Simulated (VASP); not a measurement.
CoW2, 6 atoms in the cell. The structure is hexagonal, space group P6_3/mmc (No. 194). The conventional cell has a = 2.786 Å, b = 2.786 Å, c = 13.425 Å, α = 90.00°, β = 90.00°, γ = 120.00°. Within 3.6 Å of Co (site symmetry -6m2) lie 6 W at 2.76 Å and 6 Co at 2.79 Å. Within 3.6 Å of W (site symmetry 3m) lie 9 W at 2.76 to 2.79 Å and 3 Co at 2.76 Å. 

```yaml
Program: VASP 6.6.1
Task: single point
Functional: PBE
Potentials_or_basis: VASP PAW PBE potentials, release 64 (Co, W_sv)
Cutoff: 520 eV
k_mesh: 6 × 6 × 2
Occupations: gaussian, width 0.1 eV
Spin: collinear spin, ferromagnetic start
Starting_moments: "[3.0, 3.0, 0.0, 0.0, 0.0, 0.0] μB"
Dipole_correction: no
Further_INCAR_settings: ALGO = Fast; EDIFF = 1e-06; NBANDS = 50
```

Potentials or basis: VASP PAW PBE potentials, release 64 (Co, W_sv).

Run with:

```bash
$ cat potpaw_PBE.64/Co/POTCAR potpaw_PBE.64/W_sv/POTCAR > POTCAR
$ mpirun -np 1 vasp_std > vasp.out
```

Hardware: 1 thread of AMD EPYC 7R13 Processor (Zen 3), on a shared host.

Q: How long does it take, and how much memory?

A: Run time: 4.5 min on 1 thread of AMD EPYC 7R13 Processor (Zen 3) (shared host), peak memory 0.29 GiB. Counts: scf iterations 28, k points 14.
